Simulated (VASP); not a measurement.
A run of VASP 6.6.1 is set up as follows.

File POSCAR:

```
TiSi2
1.0
    1.7532583256     -6.7139158625      0.0000000000
    1.7532583256      6.7139158625      0.0000000000
    0.0000000000      0.0000000000      3.5412459070
Ti Si
2 4
Direct
    0.1031180800      0.8968819200      0.2500000000
    0.8968819200      0.1031180800      0.7500000000
    0.7503148200      0.2496851800      0.2500000000
    0.2496851800      0.7503148200      0.7500000000
    0.4417485500      0.5582514500      0.2500000000
    0.5582514500      0.4417485500      0.7500000000
```

File INCAR.step1:

```
SYSTEM = TiSi2
PREC = Accurate
ENCUT = 520
ISMEAR = -1
SIGMA = 0.05
LREAL = .False.
LASPH = .True.
NELM = 100
NBANDS = 29
GGA = PE
ALGO = Normal
EDIFF = 1E-4
LWAVE = .True.
LCHARG = .False.
```

Contents of INCAR.step2:

```
SYSTEM = TiSi2
PREC = Accurate
ENCUT = 520
EDIFF = 1E-6
ISMEAR = -1
SIGMA = 0.05
LREAL = .False.
LASPH = .True.
NELM = 100
ALGO = Normal
ISIF = 2
LWAVE = .False.
LCHARG = .False.
METAGGA = R2SCAN
LMIXTAU = .True.
NBANDS = 29
ISTART = 1
```

Contents of KPOINTS:

```
Automatic mesh
0
Gamma
  8 8 8
  0 0 0
```

Potentials or basis: VASP PAW PBE potentials, release 64 (Ti_sv, Si).

Launch:

```bash
$ cat potpaw_PBE.64/Ti_sv/POTCAR potpaw_PBE.64/Si/POTCAR > POTCAR
$ cp INCAR.step1 INCAR
$ mpirun -np 1 vasp_std > vasp.out
$ cp INCAR.step2 INCAR
$ mpirun -np 1 vasp_std > vasp.out
```

Estimate the band gap on the k mesh.

zero (band 20 reaches 11.34 eV, above the bottom of band 21 at 10.29 eV).

Predict the largest force.

0.083 eV/Å.

What does it give for the pressure?

3.2 GPa.

Forces in eV/Å, atoms in the order of the input:
```
Ti   0.000  0.045  0.000
Ti   0.000 -0.045  0.000
Si   0.000 -0.006  0.000
Si   0.000  0.006  0.000
Si   0.000  0.083  0.000
Si   0.000 -0.083  0.000
```

Caveat: the PAW data sets were made with another functional, which shifts forces and pressure a little.
